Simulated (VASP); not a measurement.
Write the native input for VASP 6.6.1 that does the following.

```
Task                   : single point
Functional             : LDA
Potentials or basis    : VASP PAW LDA potentials, release 64 (Ni, Si)
Cutoff                 : 520 eV
k mesh                 : 8 × 8 × 8
Occupations            : fermi-dirac, width 0.05 eV
Spin                   : collinear spin, ferromagnetic start
Starting moments       : [1.0, 1.0, 1.0, 0.0] μB
Dipole correction      : no
Further INCAR settings : ALGO = Normal; EDIFF = 1e-06; NBANDS = 29
```

The structure of SiNi3 lies in POSCAR:

```
SiNi3
1.0
    3.5654576373      0.0000000000      0.0000000000
    0.0000000000      3.5654576373      0.0000000000
    0.0000000000      0.0000000000      3.5654576373
Ni Si
3 1
Direct
    0.5000000000      0.5000000000      0.0000000000
    0.5000000000      0.0000000000      0.5000000000
    0.0000000000      0.5000000000      0.5000000000
    0.0000000000      0.0000000000      0.0000000000
```

The input as run:

INCAR

```
SYSTEM = SiNi3
PREC = Accurate
ENCUT = 520
EDIFF = 1E-6
ISMEAR = -1
SIGMA = 0.05
LREAL = .False.
LASPH = .True.
NELM = 150
ALGO = Normal
ISIF = 2
LWAVE = .False.
LCHARG = .False.
ISPIN = 2
MAGMOM = 1 1 1 0
LORBIT = 11
LMAXMIX = 4
NBANDS = 29
```

KPOINTS

```
regular mesh
0
Gamma
  8 8 8
  0 0 0
```

Potentials or basis: VASP PAW LDA potentials, release 64 (Ni, Si).

Command:

```sh
$ cat potpaw_LDA.64/Ni/POTCAR potpaw_LDA.64/Si/POTCAR > POTCAR
$ mpirun -np 1 vasp_std > vasp.out
```

It gave:

```yaml
Pressure: -22.7 GPa
Band_gap_on_the_k_mesh: zero (filled and empty bands overlap)
Net_moment: 0.00 μB per cell
Valence_electrons_inside_the_program's_atomic_spheres: Ni 9.39; Si 1.53
```

Caveat: the cell stands under tension.

Run time: 29 s on 1 thread of Intel(R) Xeon(R) 6975P-C (Granite Rapids), with other jobs on the host, peak memory 0.19 GiB.
